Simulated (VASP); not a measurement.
# Re (I4/mmm) in VASP: a series of runs

Runs on Re. Level: PBEsol. Tasks: single point.

All numbers are computed with VASP 6.6.1; they aren't measurements. Logs are shortened: lines on timing, memory, paths and dates and some standing lists are left out, and cuts for length are marked.

**1. The cell of the first run**

The structure is tetragonal, space group I4/mmm (No. 139). Conventional cell: a = 2.653 Å, b = 2.653 Å, c = 3.851 Å, α = 90.00°, β = 90.00°, γ = 90.00°. Within 3.5 Å of Re (site symmetry 4/mmm) lie 12 Re at 2.65 to 2.69 Å.

**2. Single point, PBEsol (strain -0.050 along x and y, -0.025 along z)**

The input, INCAR:

```
ALGO     = Normal         # electronic algorithm
EDIFF    = 1E-6           # SCF threshold, eV
ENCUT    = 520            # plane-wave cutoff, eV
GGA      = PS             # functional
ISIF     = 2              # what is computed and relaxed
ISMEAR   = 0              # smearing method
LASPH    = T              # aspherical terms in the spheres
LCHARG   = F              # write CHGCAR
LREAL    = F              # projectors in reciprocal space
LWAVE    = F              # write WAVECAR
NBANDS   = 10             # bands
NELM     = 60             # most SCF steps
PREC     = Accurate       # precision mode
SIGMA    = 0.15           # smearing width, eV
```

The input, KPOINTS:

```
k-points
0
Gamma
  20 20 20
```

The input, POSCAR:

```
Re
1.0
    0.0000000000      1.8762500000      1.9256250000
    1.8762500000      0.0000000000      1.9256250000
    1.8762500000      1.8762500000      0.0000000000
Re
1
Direct
    0.0000000000      0.0000000000      0.0000000000
```

Potentials or basis: VASP PAW PBE potentials, release 64 (Re).

Command:

```bash
> cat potpaw_PBE.64/Re/POTCAR > POTCAR
> mpirun -np 1 vasp_std > vasp.out
```

OUTCAR:

```text
EDIFF = 1E-6
   ENCUT = 520
   GGA = PS
   ISIF = 2
   ISMEAR = 0
   LASPH = T
   LREAL = F
   NELM = 60
   PREC = Accurate

 ion  position               nearest neighbor table
   1  0.000  0.000  0.000-

  LATTYP: Found a body centered tetragonal cell.
 ALAT       =     2.6534181964
 C/A-ratio  =     1.4514297088

  Lattice vectors:

 A1 = (  -1.8762500000,   0.0000000000,   1.9256250000)
 A2 = (   1.8762500000,   0.0000000000,   1.9256250000)
 A3 = (   0.0000000000,   1.8762500000,  -1.9256250000)

Analysis of symmetry for initial positions (statically):
=====================================================================
 Subroutine PRICEL returns:
 Original cell was already a primitive cell.

 Routine SETGRP: Setting up the symmetry group for a
 body centered tetragonal supercell.

 Subroutine GETGRP returns: Found 16 space group operations
 (whereof 16 operations were pure point group operations)
 out of a pool of 16 trial point group operations.

The static configuration has the point symmetry D_4h.

Analysis of symmetry for dynamics (positions and initial velocities):
=====================================================================
 Subroutine PRICEL returns:
 Original cell was already a primitive cell.

 Routine SETGRP: Setting up the symmetry group for a
 body centered tetragonal supercell.

 Subroutine GETGRP returns: Found 16 space group operations
 (whereof 16 operations were pure point group operations)
 out of a pool of 16 trial point group operations.

The dynamic configuration has the point symmetry D_4h.

 Subroutine INISYM returns: Found 16 space group operations
 (whereof 16 operations are pure point group operations),
 and found     1 'primitive' translations

----------------------------------------------------------------------------------------

                                     Primitive cell

  volume of cell :      13.5576

  direct lattice vectors                    reciprocal lattice vectors
     0.000000000  1.876250000  1.925625000    -0.266489007  0.266489007  0.259655956
     1.876250000  0.000000000  1.925625000     0.266489007 -0.266489007  0.259655956
     1.876250000  1.876250000  0.000000000     0.266489007  0.266489007 -0.259655956

  length of vectors
     2.688558295  2.688558295  2.653418196     0.457661444  0.457661444  0.457661444

  position of ions in fractional coordinates (direct lattice)
     0.000000000  0.000000000  0.000000000

  ion indices of the primitive-cell ions
   primitive index   ion index
                 1           1

----------------------------------------------------------------------------------------

 KPOINTS: k-points

Automatic generation of k-mesh.
 Grid dimensions read from file:
 generate k-points for:   20   20   20

 Generating k-lattice:

  Cartesian coordinates                     Fractional coordinates (reciprocal lattice)
    -0.013324450  0.013324450  0.012982798     0.050000000 -0.000000000  0.000000000
     0.013324450 -0.013324450  0.012982798    -0.000000000  0.050000000  0.000000000
     0.013324450  0.013324450 -0.012982798     0.000000000  0.000000000  0.050000000

  Length of vectors
     0.022883072  0.022883072  0.022883072

  Shift w.r.t. Gamma in fractional coordinates (k-lattice)
     0.000000000  0.000000000  0.000000000

 Subroutine IBZKPT returns following result:
 ===========================================

 Found    641 irreducible k-points:

 Following reciprocal coordinates:
            Coordinates               Weight
  0.000000  0.000000  0.000000      1.000000
  0.050000 -0.000000  0.000000      8.000000
  0.100000  0.000000  0.000000      8.000000
  0.150000  0.000000  0.000000      8.000000
  0.200000  0.000000  0.000000      8.000000
  0.250000  0.000000  0.000000      8.000000
[... 16 lines left out ...]
 -0.400000  0.050000  0.000000      8.000000
 -0.350000  0.050000  0.000000      8.000000
 [... further k-points ...]
   k-points           NKPTS =    641   k-points in BZ     NKDIM =    641   number of bands    NBANDS=     10
   number of dos      NEDOS =    301   number of ions     NIONS =      1
   total plane-waves  NPLWV =   8000
   dimension x,y,z NGX =    20 NGY =   20 NGZ =   20
   dimension x,y,z NGXF=    40 NGYF=   40 NGZF=   40
   ions per type =               1
   NGX,Y,Z   is equivalent  to a cutoff of  12.37, 12.37, 12.53 a.u.
   NGXF,Y,Z  is equivalent  to a cutoff of  24.73, 24.73, 25.06 a.u.
 SYSTEM =  unknown system
   PREC   = accura    normal or accurate (medium, high low for compatibility)
   ISTART =      0    job   : 0-new  1-cont  2-samecut
   ICHARG =      2    charge: 1-file 2-atom 10-const
   ISPIN  =      1    spin polarized calculation?
   LNONCOLLINEAR =      F non collinear calculations
   LSORBIT =      F    spin-orbit coupling
   LASPH  =      T    aspherical Exc in radial PAW
   ENCUT  =  520.0 eV  38.22 Ry    6.18 a.u.   5.00  5.00  4.93*2*pi/ulx,y,z
   NELM   =     60;   NELMIN=  2; NELMDL= -5     # of ELM steps
   EDIFF  = 0.1E-05   stopping-criterion for ELM
   LREAL  =      F    real-space projection
   EDIFFG = 0.1E-04   stopping-criterion for IOM
   NSW    =      0    number of steps for IOM
   IBRION =     -1    ionic relax: 0-MD 1-quasi-New 2-CG
   NFREE  =      0    steps in history (QN), initial steepest desc. (CG)
   ISIF   =      2    stress and relaxation
   ISYM   =      2    0-nonsym 1-usesym 2-fastsym
   POTIM  = 0.5000    time-step for ionic-motion
   TEBEG  =    0.0;   TEEND  =   0.0 temperature during run
   PSTRESS=    0.0 pullay stress
   NELECT =       7.0000    total number of electrons
   NUPDOWN=      -1.0000    fix difference up-down
   EMIN   =  10.00;   EMAX   =-10.00  energy-range for DOS
   EFERMI =   0.00;   METHOD = LEGACY
   ISMEAR =     0;   SIGMA  =   0.15  broadening in eV -4-tet -1-fermi 0-gaus
   EFERMI_NEDOS =   21; number of points for ismear=-14 and -15
   IALGO  =     38    algorithm
   IMIX   =      4    mixing-type and parameters
     AMIX     =   0.40;   BMIX     =  1.00
     AMIX_MAG =   1.60;   BMIX_MAG =  1.00
  volume/ion in A,a.u.               =      13.56        91.49
  Fermi-wavevector in a.u.,A,eV,Ry     =   1.313348  2.481868 23.468456  1.724883
  Thomas-Fermi vector in A             =   2.443677
   LORBIT       =      0    0 simple, 1 ext, 2 COOP (PROOUT), +10 PAW based schemes
   GGA     = PS    functional components
   LHFCALC =     F    Hartree Fock is set to
   AEXX    =    0.0000 exact exchange contribution
   IVDW    =     0    specifies the selected vdW correction
   LEPSILON=     F    determine dielectric tensor
   LRPA    =     F    only Hartree local field effects (RPA)
 non-spin polarized calculation
 Gauss-broadening in eV      SIGMA  =   0.15
  energy-cutoff  :      520.00
  volume of cell :       13.56
 maximum number of plane-waves:       376
   NGX =  9   NGY =  9   NGZ =  9

 number of electron       6.9999999 magnetization

 Free energy of the ion-electron system (eV)
  ---------------------------------------------------
  ext. energy  EPLUGINS =         0.00000000
  ---------------------------------------------------
  free energy    TOTEN  =       -13.19320742 eV

  energy without entropy =      -13.18420293  energy(sigma->0) =      -13.18870518

 E-fermi :   9.0757     XC(G=0): -14.2708

 val. band max:        9.0697285146   @ k =  -0.3000   0.0500   0.3000
 cond. band min:       9.0799481508   @ k =   0.3500   0.0000   0.3500
 fundamental gap:      0.0102196362
 Fermi energy:         9.0756608558

 k-point     1 :       0.0000    0.0000    0.0000
  band No.  band energies     occupation
      1      -1.6986      2.00000
      2       6.6107      2.00000
      3       7.0315      2.00000
      4       7.0315      2.00000
      5      10.1858      0.00000
      6      10.7909      0.00000
      7      23.0712      0.00000
      8      28.5136      0.00000
      9      29.5189      0.00000
     10      29.5189      0.00000

 k-point     2 :       0.0500   -0.0000    0.0000
  band No.  band energies     occupation
      1      -1.5694      2.00000
      2       6.6158      2.00000
      3       6.9956      2.00000
      4       7.0939      2.00000
      5      10.1387      0.00000
      6      10.7287      0.00000
      7      23.3285      0.00000
      8      28.3083      0.00000
      9      29.2742      0.00000
     10      29.7637      0.00000

 k-point     3 :       0.1000    0.0000    0.0000
  band No.  band energies     occupation
      1      -1.1945      2.00000
      2       6.4994      2.00000
      3       7.0320      2.00000
      4       7.2640      2.00000
      5      10.0325      0.00000
      6      10.5741      0.00000
      7      24.0388      0.00000
      8      27.2220      0.00000
      9      29.7759      0.00000
     10      30.4777      0.00000

 k-point     4 :       0.1500    0.0000    0.0000
  band No.  band energies     occupation
      1      -0.6163      2.00000
      2       6.2386      2.00000
      3       7.1824      2.00000
      4       7.4820      2.00000
      5       9.9724      0.00000
      6      10.4235      0.00000
      7      24.8241      0.00000
      8      26.2502      0.00000
      9      30.8402      0.00000
     10      31.6071      0.00000

 k-point     5 :       0.2000    0.0000    0.0000
  band No.  band energies     occupation
      1       0.0818      2.00000
      2       6.0217      2.00000
      3       7.2682      2.00000
      4       7.6350      2.00000
      5      10.1129      0.00000
      6      10.4283      0.00000
      7      24.2779      0.00000
      8      26.8690      0.00000
      9      32.2661      0.00000
     10      33.0784      0.00000

 k-point     6 :       0.2500    0.0000    0.0000
  band No.  band energies     occupation
      1       0.7602      2.00000
      2       6.0306      2.00000
      3       7.1936      2.00000
      4       7.6184      2.00000
      5      10.5495      0.00000
      6      10.7173      0.00000
      7      23.2767      0.00000
      8      27.7359      0.00000
      9      33.9393      0.00000
     10      34.7891      0.00000
[... 183 lines left out ...]
 k-point    21 :       0.5000    0.0500    0.0000
  band No.  band energies     occupation
      1       1.6313      2.00000
      2       6.2759      2.00000
      3       6.9658      2.00000
      4       9.1546      0.45653
      5      13.2944      0.00000
      6      13.7688      0.00000
      7      20.2215      0.00000
      8      22.8429      0.00000
      9      30.1403      0.00000
     10      30.2986      0.00000

 k-point    22 :      -0.4500    0.0500    0.0000
  band No.  band energies     occupation
      1       1.6360      2.00000
      2       6.3203      2.00000
      3       6.9597      2.00000
      4       9.0360      1.29164
      5      13.0506      0.00000
      6      13.8972      0.00000
      7      20.3127      0.00000
      8      22.9705      0.00000
      9      29.9137      0.00000
     10      30.7185      0.00000

 k-point    23 :      -0.4000    0.0500    0.0000
  band No.  band energies     occupation
      1       1.6542      2.00000
      2       6.4519      2.00000
      3       7.0458      2.00000
      4       8.3274      2.00000
      5      12.5023      0.00000
      6      13.5746      0.00000
      7      20.8403      0.00000
      8      23.8076      0.00000
      9      30.4449      0.00000
     10      31.8107      0.00000

 k-point    24 :      -0.3500    0.0500    0.0000
  band No.  band energies     occupation
      1       1.6364      2.00000
      2       6.6484      2.00000
      3       7.2143      2.00000
      4       7.3673      2.00000
      5      11.7775      0.00000
      6      12.9281      0.00000
      7      21.5021      0.00000
      8      25.2836      0.00000
      9      31.5965      0.00000
     10      33.4543      0.00000

 [... further k-points ...]

------------------------ aborting loop because EDIFF is reached ----------------------------------------

  FORCE on cell =-STRESS in cart. coord.  units (eV):
  Direction    XX          YY          ZZ          XY          YZ          ZX
  --------------------------------------------------------------------------------------
  -------------------------------------------------------------------------------------
  Total        3.2432736      3.2432736      2.4015798      0.0000000     -0.0000000     -0.0000000
  in kB      383.2754847    383.2754847    283.8079064      0.0000000     -0.0000000     -0.0000000
  external PRESSURE =     350.1196253 kB  Pullay stress =       0.0000000 kB

 VOLUME and BASIS-vectors are now :
 -----------------------------------------------------------------------------
  energy-cutoff  :      520.00
  volume of cell :       13.56
      direct lattice vectors                 reciprocal lattice vectors
     0.000000000  1.876250000  1.925625000    -0.266489007  0.266489007  0.259655956
     1.876250000  0.000000000  1.925625000     0.266489007 -0.266489007  0.259655956
     1.876250000  1.876250000  0.000000000     0.266489007  0.266489007 -0.259655956

 POSITION                                       TOTAL-FORCE (eV/Angst)
 -----------------------------------------------------------------------------------
      0.00000      0.00000      0.00000         0.000000     -0.000000      0.000000
 -----------------------------------------------------------------------------------
    total drift:                                0.000000     -0.000000     -0.000000

  FREE ENERGIE OF THE ION-ELECTRON SYSTEM (eV)
  ---------------------------------------------------
  free  energy   TOTEN  =       -13.1932074183 eV

  energy  without entropy=      -13.1842029331  energy(sigma->0) =      -13.18870518
```

Wall time 29 s (1 thread of Intel Xeon 6975P-C (Granite Rapids), shared host); peak memory 0.2 GiB.

Results:

| Quantity | Value |
| --- | --- |
| Free energy | -13.1932 eV |
| Pressure | 35.0 GPa |
| Band gap on the k mesh | zero (an odd number of electrons rules out a gap without spin polarisation) |

Stress tensor (GPa, compression positive):
```
38.33  0.00  0.00
 0.00 38.33  0.00
 0.00  0.00 28.38
```

Caveat: the cell differs from its parent crystal (strain -0.050 along x and y, -0.025 along z); the cell stands under pressure; the PAW data sets were made with another functional, which shifts forces and pressure a little; spin-orbit coupling is left out, which moves the levels of the heavy elements.

(Continued in part 2 of 2.)
